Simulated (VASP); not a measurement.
A run of VASP 6.6.1:

INCAR

```
SYSTEM = Sb
PREC     = Accurate       ! precision mode
ENCUT    = 520            ! plane-wave cutoff, eV
EDIFF    = 1E-7           ! SCF threshold, eV
ISMEAR   = -1             ! smearing method
SIGMA    = 0.1            ! smearing width, eV
LREAL    = .False.        ! projectors in reciprocal space
LASPH    = .True.         ! aspherical terms in the spheres
NELM     = 60             ! most SCF steps
ALGO     = Normal         ! electronic algorithm
ISIF     = 2              ! what is computed and relaxed
LWAVE    = .False.        ! write WAVECAR
LCHARG   = .False.        ! write CHGCAR
LDIPOL   = .True.       
IDIPOL   = 3            
DIPOL    = 0.5 0.5 0.500
GGA      = PE             ! functional
IBRION   = 2              ! ionic algorithm
NSW      = 60             ! ionic steps
EDIFFG   = -0.01          ! ionic threshold
```

File KPOINTS:

```
Automatic mesh
0
Gamma
  11 11 1
  0 0 0
```

Contents of POSCAR:

```
Sb
1.0
    3.3888387676      0.0000000000      0.0000000000
   -1.6944193838      2.9348204621      0.0000000000
    0.0000000000      0.0000000000     24.3009000000
Sb
4
Direct
    0.0000000000      0.0000000000      0.3292053833
    0.3333333340      0.6666666660      0.4430684606
    0.6666666670      0.3333333330      0.5569315387
    0.0000000000      0.0000000000      0.6707946167
```

Potentials or basis: VASP PAW PBE potentials, release 64 (Sb).

Run with:

```sh
$ cat potpaw_PBE.64/Sb/POTCAR > POTCAR
$ mpirun -np 1 vasp_std > vasp.out
```

Hardware: 1 thread of Intel(R) Xeon(R) Platinum 8488C (Sapphire Rapids), on a shared host.

Question: How long does it take, and how much memory?

Answer: Run time: 8.5 min on 1 thread of Intel(R) Xeon(R) Platinum 8488C (Sapphire Rapids) (shared host), peak memory 0.4 GiB. Counts: scf iterations 153, k points 16, ion steps 13.
